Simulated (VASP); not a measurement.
# GdO (P-6m2) in VASP: further runs, part 2 of 2

VASP 6.6.1. Earlier steps stand in the parts before.

## Step 3: Single point, PBE, collinear spin, ferromagnetic start

INCAR

```
PREC     = Accurate       # precision mode
ENCUT    = 520            # plane-wave cutoff, eV
EDIFF    = 1E-6           # SCF threshold, eV
ISMEAR   = -1             # smearing method
SIGMA    = 0.05           # smearing width, eV
LREAL    = False          # projectors in reciprocal space
LASPH    = True           # aspherical terms in the spheres
NELM     = 150            # most SCF steps
ALGO     = Normal         # electronic algorithm
ISIF     = 2              # what is computed and relaxed
LWAVE    = False          # write WAVECAR
LCHARG   = False          # write CHGCAR
ISPIN    = 2              # spin polarisation
MAGMOM   = 8.5 0          # initial moments
LORBIT   = 11             # projections on sites
LMAXMIX  = 6              # l up to which the mixer works
GGA      = PE             # functional
NBANDS   = 23             # bands
```

KPOINTS

```
regular mesh
0
Gamma
  10 10 9
```

POSCAR

```
GdO
1.0
    3.1132995800      0.0000000000      0.0000000000
   -1.5566497900      2.6961965200      0.0000000000
    0.0000000000      0.0000000000      3.0384261400
Gd O
1 1
Direct
    0.0000000000      0.0000000000      0.0000000000
    0.6666666667      0.3333333333      0.5000000000
```

Potentials or basis: VASP PAW PBE potentials, release 64 (Gd, O).

Launch:

```bash
$ cat potpaw_PBE.64/Gd/POTCAR potpaw_PBE.64/O/POTCAR > POTCAR
$ mpirun -np 1 vasp_std > vasp.out
```

OUTCAR:

```text
PREC = Accurate
   ENCUT = 520
   EDIFF = 1E-6
   ISMEAR = -1
   LREAL = False
   LASPH = True
   NELM = 150
   ISIF = 2
   ISPIN = 2
   LORBIT = 11
   GGA = PE

 ion  position               nearest neighbor table
   1  0.000  0.000  0.000-   2 2.35   2 2.35   2 2.35   2 2.35   2 2.35   2 2.35
   2  0.667  0.333  0.500-   1 2.35   1 2.35   1 2.35   1 2.35   1 2.35   1 2.35

  LATTYP: Found a hexagonal cell.
 ALAT       =     3.1132995800
 C/A-ratio  =     0.9759504545

  Lattice vectors:

 A1 = (   3.1132995800,   0.0000000000,   0.0000000000)
 A2 = (  -1.5566497900,   2.6961965200,   0.0000000000)
 A3 = (   0.0000000000,   0.0000000000,   3.0384261400)

Analysis of symmetry for initial positions (statically):
=====================================================================
 Subroutine PRICEL returns:
 Original cell was already a primitive cell.

 Routine SETGRP: Setting up the symmetry group for a
 hexagonal supercell.

 Subroutine GETGRP returns: Found 12 space group operations
 (whereof 12 operations were pure point group operations)
 out of a pool of 24 trial point group operations.

The static configuration has the point symmetry D_3h.

Analysis of symmetry for dynamics (positions and initial velocities):
=====================================================================
 Subroutine PRICEL returns:
 Original cell was already a primitive cell.

 Routine SETGRP: Setting up the symmetry group for a
 hexagonal supercell.

 Subroutine GETGRP returns: Found 12 space group operations
 (whereof 12 operations were pure point group operations)
 out of a pool of 24 trial point group operations.

The dynamic configuration has the point symmetry D_3h.

Analysis of structural, dynamic, and magnetic symmetry:
=====================================================================
 Subroutine PRICEL returns:
 Original cell was already a primitive cell.

 Routine SETGRP: Setting up the symmetry group for a
 hexagonal supercell.

[... 143 lines left out ...]

 Free energy of the ion-electron system (eV)
  ---------------------------------------------------
  ext. energy  EPLUGINS =         0.00000000
  ---------------------------------------------------
  free energy    TOTEN  =       -21.27293962 eV

  energy without entropy =      -21.25847921  energy(sigma->0) =      -21.26570942

 E-fermi :   7.0941     XC(G=0): -12.5982

 val. band max:        7.0869556862   @ k =   0.3000   0.0000   0.4444
 cond. band min:       7.0982949079   @ k =   0.3000   0.0000   0.2222
 fundamental gap:      0.0113392217
 Fermi energy:         7.0940883197

 spin component 1

 k-point     1 :       0.0000    0.0000    0.0000
  band No.  band energies     occupation
      1     -38.2404      1.00000
      2     -15.0522      1.00000
      3     -14.8053      1.00000
      4     -14.8053      1.00000
      5     -13.4515      1.00000
      6       1.4053      1.00000
[... 613 lines left out ...]
     22      20.0318      0.00000
     23      21.8397      0.00000

 [... further k-points ...]

 spin component 2

 k-point     1 :       0.0000    0.0000    0.0000
  band No.  band energies     occupation
      1     -35.1766      1.00000
      2     -13.3500      1.00000
      3     -12.8052      1.00000
      4     -12.4914      1.00000
      5     -12.4914      1.00000
      6       1.7221      1.00000
[... 613 lines left out ...]
     22      21.2718      0.00000
     23      22.9873      0.00000

 [... further k-points ...]
[... 5 lines left out ...]
  --------------------------------------------------------------------------------------
  -------------------------------------------------------------------------------------
  Total        5.1852485      5.1852485      4.8903675      0.0000000      0.0000000      0.0000000
  in kB      325.7309422    325.7309408    307.2068785      0.0000000      0.0000000      0.0000000
  external PRESSURE =     319.5562539 kB  Pullay stress =       0.0000000 kB

 VOLUME and BASIS-vectors are now :
 -----------------------------------------------------------------------------
  energy-cutoff  :      520.00
  volume of cell :       25.50
      direct lattice vectors                 reciprocal lattice vectors
     3.113299580  0.000000000  0.000000000     0.321202626  0.185446423  0.000000000
    -1.556649790  2.696196520  0.000000000     0.000000000  0.370892846  0.000000000
     0.000000000  0.000000000  3.038426140     0.000000000  0.000000000  0.329117758

 POSITION                                       TOTAL-FORCE (eV/Angst)
 -----------------------------------------------------------------------------------
      0.00000      0.00000      0.00000        -0.000000      0.000000      0.000000
      1.55665      0.89873      1.51921         0.000000     -0.000000      0.000000
 -----------------------------------------------------------------------------------
    total drift:                               -0.000001      0.000001      0.000000

  FREE ENERGIE OF THE ION-ELECTRON SYSTEM (eV)
  ---------------------------------------------------
  free  energy   TOTEN  =       -21.2729396233 eV

  energy  without entropy=      -21.2584792141  energy(sigma->0) =      -21.26570942

 total charge

# of ion       s       p       d       f       tot
--------------------------------------------------
    1        2.036   5.634   0.755   7.075  15.501
    2        1.563   3.494   0.000   0.000   5.057
--------------------------------------------------
tot          3.599   9.129   0.755   7.075  20.558

 magnetization (x)

# of ion       s       p       d       f       tot
--------------------------------------------------
    1        0.001  -0.066   0.174   6.721   6.830
    2       -0.002  -0.014   0.000   0.000  -0.016
--------------------------------------------------
tot         -0.001  -0.080   0.174   6.721   6.814
```

OSZICAR:

```text
N       E                     dE             d eps       ncg     rms          rms(c)
DAV:   1     0.141466686681E+03    0.14147E+03   -0.87817E+03  9078   0.567E+03
DAV:   2    -0.373832986575E+01   -0.14521E+03   -0.12631E+03  8870   0.491E+02
DAV:   3    -0.188919743654E+02   -0.15154E+02   -0.14795E+02  9084   0.113E+02
DAV:   4    -0.210102321232E+02   -0.21183E+01   -0.20988E+01 12223   0.262E+01
DAV:   5    -0.210737104401E+02   -0.63478E-01   -0.63436E-01  9297   0.606E+00    0.450E+01
DAV:   6    -0.229671578930E+02   -0.18934E+01   -0.18885E+01 10035   0.168E+02    0.865E+01
DAV:   7    -0.212926081934E+02    0.16745E+01   -0.31029E+00 11089   0.697E+01    0.417E+01
DAV:   8    -0.212682816297E+02    0.24327E-01   -0.69120E-01 11840   0.248E+01    0.226E+01
DAV:   9    -0.212501159342E+02    0.18166E-01   -0.23210E-01 11001   0.128E+01    0.581E+00
DAV:  10    -0.212718251791E+02   -0.21709E-01   -0.29390E-02 11189   0.464E+00    0.169E+00
DAV:  11    -0.212727900367E+02   -0.96486E-03   -0.48673E-03 12050   0.167E+00    0.106E+00
DAV:  12    -0.212729124176E+02   -0.12238E-03   -0.63938E-04 11418   0.906E-01    0.746E-01
DAV:  13    -0.212729239504E+02   -0.11533E-04   -0.31947E-04 10499   0.522E-01    0.218E-01
DAV:  14    -0.212729210839E+02    0.28665E-05   -0.21698E-04 10209   0.642E-01    0.147E-01
DAV:  15    -0.212729364905E+02   -0.15407E-04   -0.65899E-05 10398   0.332E-01    0.209E-01
DAV:  16    -0.212729394411E+02   -0.29506E-05   -0.38393E-05 10392   0.187E-01    0.139E-01
DAV:  17    -0.212729396233E+02   -0.18221E-06   -0.93908E-06  9588   0.846E-02
   1 F= -.21272940E+02 E0= -.21265709E+02  d E =-.144604E-01  mag=     7.1829
```

Run time: 94 s. Hardware: 1 thread of AMD EPYC 9R45 (Zen 5), shared host; peak memory 0.17 GiB.

What came out:

```
Free energy                                           : -21.2729 eV
Pressure                                              : 32.0 GPa
Net moment                                            : 7.19 μB per cell
Site moments                                          : Gd +6.83; O -0.02 μB
Valence electrons inside the program's atomic spheres : Gd 15.50; O 5.06
```

Caveat: spin-orbit coupling is left out, which moves the levels of the heavy elements; a cell with one magnetic atom can't hold antiferromagnetic order, which such compounds often take; without U or exact exchange the open f shell lies at the Fermi level, which spoils levels, moments and volumes.

## Step 4: Single point, LDA, collinear spin, ferromagnetic start

INCAR

```
PREC = Accurate ; ENCUT = 520
EDIFF = 1E-6 ; ISMEAR = -1
SIGMA = 0.05 ; LREAL = F
LASPH = T ; NELM = 150
ALGO = Normal ; ISIF = 2
LWAVE = F ; LCHARG = T
ISPIN = 2 ; MAGMOM = 7 0
LORBIT = 11 ; LMAXMIX = 6
GGA = CA ; LELF = T
LVHAR = T ; NBANDS = 23
```

KPOINTS

```
Automatic mesh
0
Gamma
  10 10 9
```

POSCAR is that of step 3.

Potentials or basis: VASP PAW PBE potentials, release 64 (Gd, O).

Launch:

```bash
$ cat potpaw_PBE.64/Gd/POTCAR potpaw_PBE.64/O/POTCAR > POTCAR
$ mpirun -np 1 vasp_std > vasp.out
```

OUTCAR:

```text
PREC = Accurate
   ENCUT = 520
   EDIFF = 1E-6
   ISMEAR = -1
   LREAL = F
   LASPH = T
   NELM = 150
   ISIF = 2
   ISPIN = 2
   LORBIT = 11
   GGA = CA

 ion  position               nearest neighbor table
   1  0.000  0.000  0.000-   2 2.35   2 2.35   2 2.35   2 2.35   2 2.35   2 2.35
   2  0.667  0.333  0.500-   1 2.35   1 2.35   1 2.35   1 2.35   1 2.35   1 2.35

  LATTYP: Found a hexagonal cell.
 ALAT       =     3.1132995800
 C/A-ratio  =     0.9759504545

[... 1465 lines left out ...]
  external PRESSURE =     175.1195739 kB  Pullay stress =       0.0000000 kB

 VOLUME and BASIS-vectors are now :
 -----------------------------------------------------------------------------
  energy-cutoff  :      520.00
  volume of cell :       25.50
      direct lattice vectors                 reciprocal lattice vectors
     3.113299580  0.000000000  0.000000000     0.321202626  0.185446423  0.000000000
    -1.556649790  2.696196520  0.000000000     0.000000000  0.370892846  0.000000000
     0.000000000  0.000000000  3.038426140     0.000000000  0.000000000  0.329117758

 POSITION                                       TOTAL-FORCE (eV/Angst)
 -----------------------------------------------------------------------------------
      0.00000      0.00000      0.00000         0.000000      0.000000      0.000000
      1.55665      0.89873      1.51921        -0.000000      0.000000      0.000000
 -----------------------------------------------------------------------------------
    total drift:                                0.000000     -0.000000      0.000000

  FREE ENERGIE OF THE ION-ELECTRON SYSTEM (eV)
  ---------------------------------------------------
  free  energy   TOTEN  =       -22.7861277078 eV

  energy  without entropy=      -22.7713370134  energy(sigma->0) =      -22.77873236

 total charge

# of ion       s       p       d       f       tot
--------------------------------------------------
    1        2.029   5.602   0.733   7.124  15.488
    2        1.549   3.470   0.000   0.000   5.019
--------------------------------------------------
tot          3.578   9.072   0.733   7.124  20.507

 magnetization (x)

# of ion       s       p       d       f       tot
--------------------------------------------------
    1       -0.004  -0.049   0.087   6.645   6.680
    2       -0.003  -0.010   0.000   0.000  -0.013
--------------------------------------------------
tot         -0.006  -0.059   0.087   6.645   6.667
```

It took 87 s on 1 thread of AMD EPYC 9R45 (Zen 5), shared host; peak memory 0.16 GiB.

Results:

```yaml
Free_energy: -22.7861 eV
Pressure: 17.5 GPa
Net_moment: 6.89 μB per cell
Site_moments: Gd +6.68; O -0.01 μB
Valence_electrons_inside_the_program's_atomic_spheres: Gd 15.49; O 5.02
```

Caveat: the PAW data sets were made with another functional, which shifts forces and pressure a little; spin-orbit coupling is left out, which moves the levels of the heavy elements; a cell with one magnetic atom can't hold antiferromagnetic order, which such compounds often take; without U or exact exchange the open f shell lies at the Fermi level, which spoils levels, moments and volumes. The state reached can hang on the start; a lower one may exist.

## Step 5: Single point, LDA, collinear spin, ferromagnetic start

INCAR

```
ALGO     = Normal         # electronic algorithm
EDIFF    = 1E-7           # SCF threshold, eV
ENCUT    = 520            # plane-wave cutoff, eV
GGA      = CA             # functional
ISIF     = 2              # what is computed and relaxed
ISMEAR   = -1             # smearing method
ISPIN    = 2              # spin polarisation
LASPH    = True           # aspherical terms in the spheres
LCHARG   = True           # write CHGCAR
LELF     = True           # ELF
LMAXMIX  = 6              # l up to which the mixer works
LORBIT   = 11             # projections on sites
LREAL    = False          # projectors in reciprocal space
LVHAR    = True         
LWAVE    = False          # write WAVECAR
MAGMOM   = 7 0            # initial moments
NBANDS   = 23             # bands
NELM     = 150            # most SCF steps
PREC     = Accurate       # precision mode
SIGMA    = 0.05           # smearing width, eV
```

KPOINTS

```
k-points
0
Gamma
  6 6 5
```

POSCAR is that of step 4.

Potentials or basis: VASP PAW PBE potentials, release 64 (Gd, O).

Launch:

```bash
$ cat potpaw_PBE.64/Gd/POTCAR potpaw_PBE.64/O/POTCAR > POTCAR
$ mpirun -np 1 vasp_std > vasp.out
```

OUTCAR:

```text
EDIFF = 1E-7
   ENCUT = 520
   GGA = CA
   ISIF = 2
   ISMEAR = -1
   ISPIN = 2
   LASPH = True
   LORBIT = 11
   LREAL = False
   NELM = 150
   PREC = Accurate

 ion  position               nearest neighbor table
   1  0.000  0.000  0.000-   2 2.35   2 2.35   2 2.35   2 2.35   2 2.35   2 2.35
   2  0.667  0.333  0.500-   1 2.35   1 2.35   1 2.35   1 2.35   1 2.35   1 2.35

  LATTYP: Found a hexagonal cell.
 ALAT       =     3.1132995800
 C/A-ratio  =     0.9759504545

  Lattice vectors:

 A1 = (   3.1132995800,   0.0000000000,   0.0000000000)
[... 1301 lines left out ...]
 VOLUME and BASIS-vectors are now :
 -----------------------------------------------------------------------------
  energy-cutoff  :      520.00
  volume of cell :       25.50
      direct lattice vectors                 reciprocal lattice vectors
     3.113299580  0.000000000  0.000000000     0.321202626  0.185446423  0.000000000
    -1.556649790  2.696196520  0.000000000     0.000000000  0.370892846  0.000000000
     0.000000000  0.000000000  3.038426140     0.000000000  0.000000000  0.329117758

 POSITION                                       TOTAL-FORCE (eV/Angst)
 -----------------------------------------------------------------------------------
      0.00000      0.00000      0.00000         0.000000      0.000000      0.000000
      1.55665      0.89873      1.51921        -0.000000     -0.000000      0.000000
 -----------------------------------------------------------------------------------
    total drift:                               -0.000000     -0.000000      0.000000

  FREE ENERGIE OF THE ION-ELECTRON SYSTEM (eV)
  ---------------------------------------------------
  free  energy   TOTEN  =       -22.7751396870 eV

  energy  without entropy=      -22.7588127188  energy(sigma->0) =      -22.76697620

 total charge

# of ion       s       p       d       f       tot
--------------------------------------------------
    1        2.029   5.602   0.724   7.137  15.492
    2        1.549   3.471   0.000   0.000   5.019
--------------------------------------------------
tot          3.578   9.073   0.724   7.137  20.512

 magnetization (x)

# of ion       s       p       d       f       tot
--------------------------------------------------
    1       -0.004  -0.052   0.056   6.626   6.626
    2       -0.003  -0.011   0.000   0.000  -0.014
--------------------------------------------------
tot         -0.007  -0.064   0.056   6.626   6.611
```

Wall time 41 s (1 thread of AMD EPYC 7R13 (Zen 3), shared host); peak memory 0.13 GiB.

Results:

```yaml
Free_energy: -22.7751 eV
Pressure: 17.6 GPa
Net_moment: 6.79 μB per cell
Site_moments: Gd +6.63; O -0.01 μB
Valence_electrons_inside_the_program's_atomic_spheres: Gd 15.49; O 5.02
```

Caveat: the k points lie up to 0.41 Å⁻¹ apart; the PAW data sets were made with another functional, which shifts forces and pressure a little; spin-orbit coupling is left out, which moves the levels of the heavy elements; a cell with one magnetic atom can't hold antiferromagnetic order, which such compounds often take; without U or exact exchange the open f shell lies at the Fermi level, which spoils levels, moments and volumes. The state reached can hang on the start; a lower one may exist.

## Step 6: Single point, PBE, collinear spin, ferromagnetic start

INCAR

```
ALGO = Normal
EDIFF = 1E-6
ENCUT = 520
GGA = PE
ISIF = 2
ISMEAR = -1
ISPIN = 2
LASPH = T
LCHARG = F
LMAXMIX = 6
LORBIT = 11
LREAL = F
LWAVE = F
MAGMOM = 7 0
NBANDS = 23
NELM = 150
PREC = Accurate
SIGMA = 0.05
```

KPOINTS is that of step 5.

POSCAR is that of step 5.

Potentials or basis: VASP PAW PBE potentials, release 64 (Gd, O).

Launch:

```bash
$ cat potpaw_PBE.64/Gd/POTCAR potpaw_PBE.64/O/POTCAR > POTCAR
$ mpirun -np 1 vasp_std > vasp.out
```

Wall time 57 s (1 thread of AMD EPYC 7R13 (Zen 3), shared host); peak memory 0.14 GiB.

It converged, with:

| Property | Result |
| --- | --- |
| Free energy | -21.2636 eV |
| Pressure | 33.1 GPa |
| Net moment | 7.47 μB per cell |
| Site moments | Gd +6.98; O -0.01 μB |
| Valence electrons inside the program's atomic spheres | Gd 15.49; O 5.06 |

Stress tensor (GPa, compression positive):
```
33.25  0.00  0.00
 0.00 33.25  0.00
 0.00  0.00 32.66
```

Levels at points of the mesh, in eV from the Fermi level:
Spin up:
```csv
k point,band 12,band 13,band 14,band 15,band 16,band 17,band 18,band 19,band 20,band 21
"(0.00, 0.00, 0.00)",-4.33,-4.29,-4.29,-3.41,-2.79,0.82,3.56,3.56,6.78,6.78
"(0.50, 0.00, 0.00)",-4.41,-4.32,-4.19,-3.53,-2.24,3.56,5.47,5.53,7.57,7.74
```
Spin down:
```tsv
k point	band 6	band 7	band 8	band 9	band 10	band 11
(0.00, 0.00, 0.00)	-5.28	-5.28	-4.39	-1.35	-0.16	0.81
(0.50, 0.00, 0.00)	-6.97	-5.92	-4.64	-0.95	0.61	0.62
```

Caveat: the k points lie up to 0.41 Å⁻¹ apart; spin-orbit coupling is left out, which moves the levels of the heavy elements; a cell with one magnetic atom can't hold antiferromagnetic order, which such compounds often take; without U or exact exchange the open f shell lies at the Fermi level, which spoils levels, moments and volumes.

## Step 7: Summary

| level | k mesh | gap on the mesh (eV) | pressure (GPa) | moment (μB) |
| --- | --- | --- | --- | --- |
| PBE | 10 × 10 × 9 | none | 32.0 | 7.19 |
| LDA | 10 × 10 × 9 | none | 17.5 | 6.89 |
| LDA | 6 × 6 × 5 | none | 17.6 | 6.79 |
| PBE | 6 × 6 × 5 | none | 33.1 | 7.47 |

Alike in all rows: task single point; potentials or basis VASP PAW PBE potentials, release 64 (Gd, O); spin collinear, ferromagnetic start; cell as given; cutoff (eV) 520; smearing fermi-dirac 0.05 eV.

Caveats: some runs use coarse meshes; spin-orbit coupling is left out, which moves the levels of the heavy elements; a cell with one magnetic atom can't hold antiferromagnetic order, which such compounds often take; without U or exact exchange the open f shell lies at the Fermi level, which spoils levels, moments and volumes; the PAW data sets were made with another functional, which shifts forces and pressure a little (some runs).

Total energies depend on the potentials used, so only differences within one code and one set of settings carry meaning.
